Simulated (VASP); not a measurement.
## W: single point with LDA

The system is W.

```xyz
1
Lattice="-0.2235 1.9865 1.8375 1.7630 0.0000 1.6140 1.9865 1.9865 -0.2235" Properties=species:S:1:pos:R:3 pbc="T T T"
W     0.0000    0.0000    0.0000
```

This cell differs from its parent crystal: engineering shear strain xz -0.2250, normal strain along z -0.0750.

- Program: VASP 6.6.1
- Task: single point
- Functional: LDA
- Potentials or basis: VASP PAW LDA potentials, release 64 (W_sv)
- Cutoff: 520 eV
- k mesh: 20 × 20 × 20
- Occupations: gaussian, width 0.15 eV
- Spin: no spin polarisation

```yaml
Pressure: 49.0 GPa
Band_gap_on_the_k_mesh: zero (bands 7 and 8 overlap by 5.04 eV)
```

Stress tensor (GPa, compression positive):
```
58.32  0.00 41.75
 0.00 41.25  0.00
41.75  0.00 47.39
```

Levels at points of the mesh, in eV from the Fermi level:
```
           k point  band 4  band 5  band 6  band 7  band 8  band 9  band 10  band 11
(0.00, 0.00, 0.00)  -36.45   -9.94   -3.32   -3.00    2.04    2.42     3.94    12.47
(0.50, 0.00, 0.00)  -36.60   -6.89   -3.49   -0.30    1.84    3.32     6.52    10.71
(0.00, 0.50, 0.00)  -37.42   -6.78   -3.49   -0.40    2.41    4.08     6.49    11.80
(0.50, 0.50, 0.00)  -37.84   -6.96   -6.22    3.63    5.06    5.93     7.68    11.78
(0.50, 0.00, 0.50)  -36.80   -6.99   -6.03    3.05    6.02    6.04     7.20     9.62
(0.00, 0.50, 0.50)  -37.54   -6.92   -5.81    3.39    4.57    4.94     6.54    12.13
```

Run time: 4.7 min on 1 thread of Intel(R) Xeon(R) Platinum 8259CL CPU @ 2.50GHz (Skylake/Cascade Lake), with other jobs on the host, peak memory 0.45 GiB.

Caveat: the cell differs from its parent crystal (engineering shear strain xz -0.2250, normal strain along z -0.0750); the stress differs along the axes, from 41 to 58 GPa; spin-orbit coupling is left out, which moves the levels of the heavy elements.
